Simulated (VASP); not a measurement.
# BiH3Pb (Pm-3m) in VASP: further runs

The runs below take BiH3Pb through single point, relaxation of cell and atoms, with PBE.

Everything below comes from runs of VASP 6.6.1. Logs are shortened: lines on timing, memory, paths and dates and some standing lists are left out, and cuts for length are marked.

## 1. The cell of the first run

The structure is cubic, space group Pm-3m (No. 221). The conventional cell has a = 4.422 Å, b = 4.422 Å, c = 4.422 Å, α = 90.00°, β = 90.00°, γ = 90.00°. Within 2.9 Å of Bi (site symmetry m-3m) lie 6 H at 2.21 Å. H (site symmetry 4/mmm) has 2 Bi at 2.21 Å within 2.9 Å. Pb (site symmetry m-3m) has 12 H at 3.13 Å and 8 Bi at 3.83 Å within 4.1 Å.

The cell was built from a structure type or drawn by symmetry, and may not be a known phase.

## 2. Single point, PBE

The input, INCAR:

```
SYSTEM = BiH3Pb
PREC     = Accurate       ! precision mode
ENCUT    = 520            ! plane-wave cutoff, eV
EDIFF    = 1E-6           ! SCF threshold, eV
ISMEAR   = 0              ! smearing method
SIGMA    = 0.1            ! smearing width, eV
LREAL    = .False.        ! projectors in reciprocal space
LASPH    = .True.         ! aspherical terms in the spheres
NELM     = 60             ! most SCF steps
ALGO     = Normal         ! electronic algorithm
ISIF     = 2              ! what is computed and relaxed
LWAVE    = .False.        ! write WAVECAR
LCHARG   = .True.         ! write CHGCAR
GGA      = PE             ! functional
LELF     = .True.         ! ELF
LVHAR    = .True.       
NBANDS   = 24             ! bands
```

The input, KPOINTS:

```
Automatic mesh
0
Gamma
  4 4 4
  0 0 0
```

The input, POSCAR:

```
BiH3Pb
1.0
    4.4219192900      0.0000000000      0.0000000000
    0.0000000000      4.4219192900      0.0000000000
    0.0000000000      0.0000000000      4.4219192900
Bi H Pb
1 3 1
Direct
    0.5000000000      0.5000000000      0.5000000000
    0.5000000000      0.0000000000      0.5000000000
    0.5000000000      0.5000000000      0.0000000000
    0.0000000000      0.5000000000      0.5000000000
    0.0000000000      0.0000000000      0.0000000000
```

Potentials or basis: VASP PAW PBE potentials, release 64 (Bi_d, H, Pb_d).

Started as:

```console
cat potpaw_PBE.64/Bi_d/POTCAR potpaw_PBE.64/H/POTCAR potpaw_PBE.64/Pb_d/POTCAR > POTCAR
mpirun -np 1 vasp_std > vasp.out
```

OUTCAR:

```text
SYSTEM = BiH3Pb
   PREC = Accurate
   ENCUT = 520
   EDIFF = 1E-6
   ISMEAR = 0
   LREAL = .False.
   LASPH = .True.
   NELM = 60
   ISIF = 2
   GGA = PE

 ion  position               nearest neighbor table
   1  0.500  0.500  0.500-   2 2.21   3 2.21   4 2.21   3 2.21   2 2.21   4 2.21   5 3.83   5 3.83
                             5 3.83   5 3.83   5 3.83   5 3.83   5 3.83   5 3.83
   2  0.500  0.000  0.500-   1 2.21   1 2.21
   3  0.500  0.500  0.000-   1 2.21   1 2.21
   4  0.000  0.500  0.500-   1 2.21   1 2.21
   5  0.000  0.000  0.000-   1 3.83   1 3.83   1 3.83   1 3.83   1 3.83   1 3.83   1 3.83   1 3.83

  LATTYP: Found a simple cubic cell.
 ALAT       =     4.4219192900

  Lattice vectors:

 A1 = (   4.4219192900,   0.0000000000,   0.0000000000)
 A2 = (   0.0000000000,   4.4219192900,   0.0000000000)
 A3 = (   0.0000000000,   0.0000000000,   4.4219192900)

Analysis of symmetry for initial positions (statically):
=====================================================================
 Subroutine PRICEL returns:
 Original cell was already a primitive cell.

 Routine SETGRP: Setting up the symmetry group for a
 simple cubic supercell.

 Subroutine GETGRP returns: Found 48 space group operations
 (whereof 48 operations were pure point group operations)
 out of a pool of 48 trial point group operations.

The static configuration has the point symmetry O_h .

Analysis of symmetry for dynamics (positions and initial velocities):
=====================================================================
 Subroutine PRICEL returns:
 Original cell was already a primitive cell.

 Routine SETGRP: Setting up the symmetry group for a
 simple cubic supercell.

 Subroutine GETGRP returns: Found 48 space group operations
 (whereof 48 operations were pure point group operations)
 out of a pool of 48 trial point group operations.

The dynamic configuration has the point symmetry O_h .

 Subroutine INISYM returns: Found 48 space group operations
 (whereof 48 operations are pure point group operations),
 and found     1 'primitive' translations

----------------------------------------------------------------------------------------

                                     Primitive cell

  volume of cell :      86.4634

  direct lattice vectors                    reciprocal lattice vectors
     4.421919290  0.000000000  0.000000000     0.226146145  0.000000000  0.000000000
     0.000000000  4.421919290  0.000000000     0.000000000  0.226146145  0.000000000
     0.000000000  0.000000000  4.421919290     0.000000000  0.000000000  0.226146145

[... 78 lines left out ...]
   IBRION =     -1    ionic relax: 0-MD 1-quasi-New 2-CG
   NFREE  =      0    steps in history (QN), initial steepest desc. (CG)
   ISIF   =      2    stress and relaxation
   ISYM   =      2    0-nonsym 1-usesym 2-fastsym
   POTIM  = 0.5000    time-step for ionic-motion
   TEBEG  =    0.0;   TEEND  =   0.0 temperature during run
   PSTRESS=    0.0 pullay stress
   NELECT =      32.0000    total number of electrons
   NUPDOWN=      -1.0000    fix difference up-down
   EMIN   =  10.00;   EMAX   =-10.00  energy-range for DOS
   EFERMI =   0.00;   METHOD = LEGACY
   ISMEAR =     0;   SIGMA  =   0.10  broadening in eV -4-tet -1-fermi 0-gaus
   EFERMI_NEDOS =   21; number of points for ismear=-14 and -15
   IALGO  =     38    algorithm
   IMIX   =      4    mixing-type and parameters
     AMIX     =   0.40;   BMIX     =  1.00
     AMIX_MAG =   1.60;   BMIX_MAG =  1.00
  volume/ion in A,a.u.               =      17.29       116.70
  Fermi-wavevector in a.u.,A,eV,Ry     =   1.175386  2.221158 18.796902  1.381533
  Thomas-Fermi vector in A             =   2.311768
   LORBIT       =      0    0 simple, 1 ext, 2 COOP (PROOUT), +10 PAW based schemes
   GGA     = PE    functional components
   LHFCALC =     F    Hartree Fock is set to
   AEXX    =    0.0000 exact exchange contribution
   IVDW    =     0    specifies the selected vdW correction
   LEPSILON=     F    determine dielectric tensor
   LRPA    =     F    only Hartree local field effects (RPA)
 non-spin polarized calculation
 Gauss-broadening in eV      SIGMA  =   0.10
  energy-cutoff  :      520.00
  volume of cell :       86.46
 maximum number of plane-waves:      2360
 NGX is ok and might be reduce to    36
   NGX = 17   NGY = 17   NGZ = 17

 number of electron      31.9999987 magnetization

 Free energy of the ion-electron system (eV)
  ---------------------------------------------------
  ext. energy  EPLUGINS =         0.00000000
  ---------------------------------------------------
  free energy    TOTEN  =       -14.45536845 eV

  energy without entropy =      -14.44119704  energy(sigma->0) =      -14.44828274

 E-fermi :   4.9307     XC(G=0):  -9.3339

 val. band max:        4.9276997466   @ k =   0.5000   0.5000   0.2500
 cond. band min:       4.9938659872   @ k =   0.5000   0.2500   0.0000
 fundamental gap:      0.0661662406
 Fermi energy:         4.9307036211

 k-point     1 :       0.0000    0.0000    0.0000
  band No.  band energies     occupation
      1     -17.8523      2.00000
      2     -17.8523      2.00000
      3     -17.8129      2.00000
      4     -17.8129      2.00000
      5     -17.8129      2.00000
      6     -12.5062      2.00000
[... 259 lines left out ...]
     23      16.5334      0.00000
     24      16.5334      0.00000

------------------------ aborting loop because EDIFF is reached ----------------------------------------

  FORCE on cell =-STRESS in cart. coord.  units (eV):
  Direction    XX          YY          ZZ          XY          YZ          ZX
  --------------------------------------------------------------------------------------
  -------------------------------------------------------------------------------------
  Total       -0.8788671     -0.8788671     -0.8788671     -0.0000000     -0.0000000      0.0000000
  in kB      -16.2855095    -16.2855095    -16.2855095     -0.0000000     -0.0000000      0.0000000
  external PRESSURE =     -16.2855095 kB  Pullay stress =       0.0000000 kB

 VOLUME and BASIS-vectors are now :
 -----------------------------------------------------------------------------
  energy-cutoff  :      520.00
  volume of cell :       86.46
      direct lattice vectors                 reciprocal lattice vectors
     4.421919290  0.000000000  0.000000000     0.226146145  0.000000000  0.000000000
     0.000000000  4.421919290  0.000000000     0.000000000  0.226146145  0.000000000
     0.000000000  0.000000000  4.421919290     0.000000000  0.000000000  0.226146145

 POSITION                                       TOTAL-FORCE (eV/Angst)
 -----------------------------------------------------------------------------------
      2.21096      2.21096      2.21096         0.000000      0.000000      0.000000
      2.21096      0.00000      2.21096         0.000000      0.000000      0.000000
      2.21096      2.21096      0.00000         0.000000      0.000000      0.000000
      0.00000      2.21096      2.21096         0.000000      0.000000      0.000000
      0.00000      0.00000      0.00000         0.000000      0.000000      0.000000
 -----------------------------------------------------------------------------------
    total drift:                                0.000000      0.000000      0.000000

  FREE ENERGIE OF THE ION-ELECTRON SYSTEM (eV)
  ---------------------------------------------------
  free  energy   TOTEN  =       -14.4553684488 eV

  energy  without entropy=      -14.4411970356  energy(sigma->0) =      -14.44828274
```

It took 19 s on 1 thread of Intel Xeon Platinum 8259CL at 2.50GHz (Skylake/Cascade Lake), shared host; peak memory 0.21 GiB.

What came out:

* Free energy: -14.4554 eV
* Pressure: -1.6 GPa
* Band gap on the k mesh: zero (bands 16 and 17 overlap by 1.96 eV)

Caveat: spin-orbit coupling is left out, which moves the levels of the heavy elements.

## 3. Single point, PBE

This run uses another cell than the first one, of 16.42 Å³/atom.

The input, INCAR:

```
SYSTEM = BiH3Pb
ALGO     = Normal         ! electronic algorithm
EDIFF    = 1E-6           ! SCF threshold, eV
ENCUT    = 520            ! plane-wave cutoff, eV
GGA      = PE             ! functional
ISIF     = 2              ! what is computed and relaxed
ISMEAR   = 0              ! smearing method
LASPH    = .True.         ! aspherical terms in the spheres
LCHARG   = .False.        ! write CHGCAR
LREAL    = .False.        ! projectors in reciprocal space
LWAVE    = .False.        ! write WAVECAR
NBANDS   = 24             ! bands
NELM     = 100            ! most SCF steps
PREC     = Accurate       ! precision mode
SIGMA    = 0.1            ! smearing width, eV
```

The input, KPOINTS:

```
k-points
0
Gamma
  8 8 8
  0 0 0
```

Edit POSCAR of step 2 so:

```diff
@@ -2,5 +2,5 @@
 1.0
-    4.4219192900      0.0000000000      0.0000000000
-    0.0000000000      4.4219192900      0.0000000000
-    0.0000000000      0.0000000000      4.4219192900
+    4.3462182658      0.0000000000      0.0000000000
+    0.0000000000      4.3462182658      0.0000000000
+    0.0000000000      0.0000000000      4.3462182658
 Bi H Pb
```

Potentials or basis: VASP PAW PBE potentials, release 64 (Bi_d, H, Pb_d).

Started as:

```console
cat potpaw_PBE.64/Bi_d/POTCAR potpaw_PBE.64/H/POTCAR potpaw_PBE.64/Pb_d/POTCAR > POTCAR
mpirun -np 1 vasp_std > vasp.out
```

It took 38 s on 1 thread of Intel Xeon Platinum 8259CL at 2.50GHz (Skylake/Cascade Lake), shared host; peak memory 0.22 GiB.

The run converged. Its results:

```yaml
Free_energy: -14.3550 eV
Pressure: -0.1 GPa
Band_gap_on_the_k_mesh: zero (bands 16 and 17 overlap by 2.22 eV)
```

Levels at points of the mesh, in eV from the Fermi level:
| k point | band 13 | band 14 | band 15 | band 16 | band 17 | band 18 | band 19 | band 20 |
| --- | --- | --- | --- | --- | --- | --- | --- | --- |
| (0.00, 0.00, 0.00) | -2.84 | -2.84 | -1.89 | -1.89 | -1.89 | 1.39 | 3.45 | 3.45 |
| (0.50, 0.00, 0.00) | -4.74 | -2.69 | -2.10 | -0.49 | -0.49 | 1.00 | 1.00 | 3.00 |
| (0.50, 0.50, 0.00) | -6.58 | -6.58 | -1.53 | -0.03 | 0.72 | 0.72 | 1.79 | 4.54 |
| (0.50, 0.50, 0.50) | -5.87 | -5.87 | -5.87 | -1.66 | -1.66 | -1.66 | 6.81 | 6.81 |

Caveat: spin-orbit coupling is left out, which moves the levels of the heavy elements.

## 4. Relaxation of cell and atoms, PBE

The input, INCAR:

```
SYSTEM = BiH3Pb
PREC = Accurate ; ENCUT = 600
EDIFF = 1E-6 ; ISMEAR = 0
SIGMA = 0.1 ; LREAL = .FALSE.
LASPH = .TRUE. ; NELM = 60
ALGO = Normal ; ISIF = 3
LWAVE = .FALSE. ; LCHARG = .FALSE.
GGA = PE ; IBRION = 2
NSW = 100 ; EDIFFG = -0.01
```

The input, KPOINTS:

```
Automatic mesh
0
G
  8 8 8
  0 0 0
```

Edit POSCAR of step 3 so:

```diff
@@ -2,5 +2,5 @@
 1.0
-    4.3462182658      0.0000000000      0.0000000000
-    0.0000000000      4.3462182658      0.0000000000
-    0.0000000000      0.0000000000      4.3462182658
+    4.4219192900      0.0000000000      0.0000000000
+    0.0000000000      4.4219192900      0.0000000000
+    0.0000000000      0.0000000000      4.4219192900
 Bi H Pb
```

Started as:

```console
cat potpaw_PBE.64/Bi_d/POTCAR potpaw_PBE.64/H/POTCAR potpaw_PBE.64/Pb_d/POTCAR > POTCAR
mpirun -np 1 vasp_std > vasp.out
```

Run time: 2.1 min. Hardware: 1 thread of Intel Xeon Platinum 8259CL at 2.50GHz (Skylake/Cascade Lake), shared host; peak memory 0.27 GiB.

It converged, with:

* Free energy: -14.3565 eV
* Relaxed volume: 16.42 Å³/atom
* Relaxed cell: a = 4.346 Å, b = 4.346 Å, c = 4.346 Å, α = 90.00°, β = 90.00°, γ = 90.00°
* Space group after relaxing (to 0.1 Å): Pm-3m (No. 221)
* Energy gained by relaxing: 5.4 meV/atom
* Ionic steps: 4
* Pressure after relaxing: 0.0 GPa
* Band gap on the k mesh: zero (bands 16 and 17 overlap by 2.22 eV)

Step by step:
| step | energy change (eV) | largest force (eV/Å) | pressure (GPa) | volume (Å³) |
| --- | --- | --- | --- | --- |
| 1 | 0.0000 | 0.0000 | -1.86 | 86.46 |
| 2 | -0.0215 | 0.0000 | -0.87 | 83.98 |
| 3 | -0.0269 | 0.0000 | -0.10 | 82.29 |
| 4 | -0.0270 | 0.0000 | 0.00 | 82.08 |

Final structure:
```xyz
5
Lattice="4.3459 0.0000 0.0000 0.0000 4.3459 0.0000 0.0000 0.0000 4.3459" Properties=species:S:1:pos:R:3 pbc="T T T"
Bi    2.1729    2.1729    2.1729
H     2.1729    0.0000    2.1729
H     2.1729    2.1729    0.0000
H     0.0000    2.1729    2.1729
Pb    0.0000    0.0000    0.0000
```

Levels at points of the mesh, in eV from the Fermi level:
| k point | band 12 | band 13 | band 14 | band 15 | band 16 | band 17 | band 18 | band 19 | band 20 |
| --- | --- | --- | --- | --- | --- | --- | --- | --- | --- |
| (0.00, 0.00, 0.00) | -8.15 | -2.84 | -2.84 | -1.89 | -1.89 | -1.89 | 1.39 | 3.45 | 3.45 |
| (0.50, 0.00, 0.00) | -9.60 | -4.74 | -2.69 | -2.10 | -0.49 | -0.49 | 1.00 | 1.00 | 3.00 |
| (0.50, 0.50, 0.00) | -8.63 | -6.58 | -6.58 | -1.53 | -0.03 | 0.72 | 0.72 | 1.79 | 4.54 |
| (0.50, 0.50, 0.50) | -8.20 | -5.87 | -5.87 | -5.87 | -1.66 | -1.66 | -1.66 | 6.81 | 6.81 |

Caveat: spin-orbit coupling is left out, which moves the levels of the heavy elements.

## 5. Summary

| task | cell | k mesh | cutoff (eV) | gap on the mesh (eV) | pressure (GPa) |
| --- | --- | --- | --- | --- | --- |
| single point | a = 4.422 Å, 5 atoms | 4 × 4 × 4 | 520 | none | -1.6 |
| single point | a = 4.346 Å, 5 atoms | 8 × 8 × 8 | 520 | none | -0.1 |
| relaxation of cell and atoms | relaxed from a = 4.422 Å, 5 atoms | 8 × 8 × 8 | 600 | none | 0.0 |

Alike in all rows: level PBE; potentials or basis VASP PAW PBE potentials, release 64 (Bi_d, H, Pb_d); no spin polarisation; smearing gaussian 0.1 eV.

Caveats: spin-orbit coupling is left out, which moves the levels of the heavy elements.

Absolute energies hang on the potentials; compare differences alone.
